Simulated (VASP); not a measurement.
Write the native input for VASP 6.6.1 that does the following.

* Task: single point
* Functional: PBE
* Potentials or basis: VASP PAW PBE potentials, release 64 (Tb_3, N), 4f in core
* Cutoff: 600 eV
* k mesh: 6 × 6 × 6
* Occupations: gaussian, width 0.1 eV
* Spin: no spin polarisation
* Dipole correction: no
* Further INCAR settings: ALGO = Normal; EDIFF = 1e-06; NBANDS = 18

The structure of Tb2N lies in POSCAR:

```
Tb2N
1.0
   -1.5652116249      1.5652116249      5.9115348319
    1.5652116249     -1.5652116249      5.9115348319
    1.5652116249      1.5652116249     -5.9115348319
Tb N
2 1
Direct
    0.6192554164      0.6192554164      0.0000000000
    0.3807445836      0.3807445836      0.0000000000
    0.0000000000      0.0000000000      0.0000000000
```

The cell was generated, and may not be a known phase.

One way to write it, as run:

INCAR

```
ALGO = Normal ; EDIFF = 1E-6
ENCUT = 600 ; GGA = PE
GGA_COMPAT = False ; ISIF = 2
ISMEAR = 0 ; LASPH = True
LCHARG = False ; LMAXMIX = 6
LREAL = False ; LWAVE = False
NBANDS = 18 ; NELM = 200
PREC = Accurate ; SIGMA = 0.1
```

KPOINTS

```
k-points
0
Gamma
  6 6 6
```

Potentials or basis: VASP PAW PBE potentials, release 64 (Tb_3, N), 4f in core.

The run is started by

```console
$ cat potpaw_PBE.64/Tb_3/POTCAR potpaw_PBE.64/N/POTCAR > POTCAR
$ mpirun -np 1 vasp_std > vasp.out
```

It gave:

```json
{"Pressure": "0.1 GPa", "Largest force": "0.015 eV/Å", "Band gap on the k mesh": "zero (an odd number of electrons rules out a gap without spin polarisation)"}
```

Caveat: spin-orbit coupling is left out, which moves the levels of the heavy elements; the 4f electrons are frozen in the core, so they carry no moment and show no levels; the run has no spin polarisation, though such a crystal can be magnetic.

Wall time 86 s on 1 thread of Intel(R) Xeon(R) Platinum 8259CL CPU @ 2.50GHz (Skylake/Cascade Lake) (shared host), peak memory 0.35 GiB.
